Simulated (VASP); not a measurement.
Set up this calculation in VASP 6.6.1, as the native input.

```yaml
Task: electric field gradients
Functional: LDA
Potentials_or_basis: VASP PAW LDA potentials, release 64 (Ru_pv)
Cutoff: 520 eV
k_mesh: 14 × 14 × 8
Occupations: fermi-dirac, width 0.03 eV
Spin: no spin polarisation
Dipole_correction: no
Further_INCAR_settings: ALGO = Normal; EDIFF = 1e-08; NBANDS = 21
```

The structure of Ru lies in POSCAR:

```
Ru
1.0
    2.7057993342      0.0000000000      0.0000000000
   -1.3528996671      2.3432909610      0.0000000000
    0.0000000000      0.0000000000      4.2819000000
Ru
2
Direct
    0.3333333333      0.6666666667      0.2500000000
    0.6666666667      0.3333333333      0.7500000000
```

One way to write it, as run:

INCAR

```
SYSTEM = Ru
ALGO = Normal
EDIFF = 1E-8
ENCUT = 520
ISIF = 2
ISMEAR = -1
LASPH = .True.
LCHARG = .False.
LEFG = .True.
LREAL = .False.
LWAVE = .False.
NBANDS = 21
NELM = 80
PREC = Accurate
SIGMA = 0.03
```

KPOINTS

```
k-points
0
Gamma
  14 14 8
  0 0 0
```

Potentials or basis: VASP PAW LDA potentials, release 64 (Ru_pv).

Command:

```console
$ cat potpaw_LDA.64/Ru_pv/POTCAR > POTCAR
$ mpirun -np 1 vasp_std > vasp.out
```

It gave:

```json
{
 "Pressure": "-11.4 GPa",
 "Band gap on the k mesh": "zero (band 14 reaches 14.33 eV, above the bottom of band 15 at 11.18 eV)"
}
```

Caveat: without QUAD_EFG the Cq values of the log hold for a quadrupole moment of 1 mb, not for the nuclei.

Wall time 25 s on 1 thread of AMD EPYC 9R45 96-Core Processor (Zen 5) (shared host), peak memory 0.13 GiB.
